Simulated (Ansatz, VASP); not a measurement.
Two plane-wave programs on Ti3Al

The input INCAR:

```
  ALGO = Normal
  EDIFF = 1E-7
  ENCUT = 520
  GGA = PE
  ISIF = 2
  ISMEAR = 0
  ISPIN = 2
  LASPH = True
  LCHARG = False
  LMAXMIX = 4
  LORBIT = 11
  LREAL = False
  LWAVE = False
  MAGMOM = 1 1 1 0
  NBANDS = 32
  NELM = 150
  PREC = Accurate
  SIGMA = 0.1
```

File KPOINTS:

```
k-points
0
Gamma
  6 6 6
```

File POSCAR:

```
Ti3Al
1.0
    0.0000000000      3.2317810100      3.2317810100
    3.2317810100      0.0000000000      3.2317810100
    3.2317810100      3.2317810100      0.0000000000
Ti Al
3 1
Direct
    0.7500000000      0.7500000000      0.7500000000
    0.2500000000      0.2500000000      0.2500000000
    0.0000000000      0.0000000000      0.0000000000
    0.5000000000      0.5000000000      0.5000000000
```

Input for Ansatz:

```yaml
crystal:
  lattice:
    - [0.0, 3.23178101, 3.23178101]
    - [3.23178101, 0.0, 3.23178101]
    - [3.23178101, 3.23178101, 0.0]
  atoms:
    - { symbol: Ti, position: [0.75, 0.75, 0.75], spin: 1.0 }
    - { symbol: Ti, position: [0.25, 0.25, 0.25], spin: 1.0 }
    - { symbol: Ti, position: [0.0, 0.0, 0.0], spin: 1.0 }
    - { symbol: Al, position: [0.5, 0.5, 0.5] }
basis:
  ecutwfc: 420
kpoints:
  mp_grid: { grid: [6, 6, 6] }
hamiltonian:
  xc: pbe
scf:
  occupations: { method: gaussian, width: 0.1 }
  lower_state_search: "off"
output:
  forces: true
  stress: true
  eigenvalues: true
  populations: true
magnetization:
  spin_polarized: true
```

Alike in both runs: task single point; functional PBE; k mesh 6 × 6 × 6; occupations gaussian, width 0.1 eV; collinear spin.

```csv
,VASP,Ansatz
version,VASP 6.6.1,Ansatz 0.2.0
potentials or method,"VASP PAW PBE potentials, release 64 (Ti_sv, Al), cutoff 520 eV","scalar-relativistic, plane waves, PAW"
valence electrons in the cell,39,39
```

|  | VASP | Ansatz | Ansatz less VASP |
| --- | --- | --- | --- |
| gap on the k mesh at the Fermi level (eV) | none | none | - |
| pressure (GPa) | -0.1 | 0.0 | +0.13 |
| net moment per atom (μB) | 0.52 | 0.52 | +0.001 |
| size of the moment on the site where the two differ most (μB) | 1.04 | 1.05 | +0.016 |

Site moments also hang on the region over which each program counts them. A gap of «none» marks a metal or a gap that the smearing closes.
